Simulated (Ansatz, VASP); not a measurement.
Two plane-wave programs on Ga3As2N

```xyz
6
Lattice="-1.7975 1.7975 8.2152 1.7975 -1.7975 8.2152 1.7975 1.7975 -8.2152" Properties=species:S:1:pos:R:3 pbc="T T T"
Ga    0.0000    0.0000    0.0000
Ga    0.0000    0.0000   10.1500
Ga    0.0000    0.0000    6.2804
As    0.0000    0.0000   13.8249
As    0.0000    0.0000    2.6055
N     0.0000    0.0000    8.2152
```

Alike in both runs: functional PBE; k mesh 14 × 14 × 14; occupations gaussian, width 0.1 eV; no spin polarisation.

Ansatz relaxed the structure, and its values are those at the end. VASP's run is a single point on that final structure, the one shown.

|  | VASP | Ansatz |
| --- | --- | --- |
| version | VASP 6.6.1 | Ansatz 0.2.0 |
| potentials or method | VASP PAW PBE potentials, release 64 (Ga_d, As, N), cutoff 520 eV | scalar-relativistic, plane waves, PAW |
| valence electrons in the cell | 54 | 74 |

Ansatz gave:

- gap on the k mesh at the Fermi level (eV): none
- pressure (GPa): 0.0
- rms of the force components (eV/Å): 0.000

Task: What did VASP give for the same quantities?

Result: gap on the k mesh at the Fermi level (eV): none; pressure (GPa): 0.2; rms of the force components (eV/Å): 0.009.

A gap of «none» marks a metal or a gap that the smearing closes. VASP's potentials hold 54 valence electrons a cell and Ansatz's 74, so a difference there can come from the potentials and not from the codes.
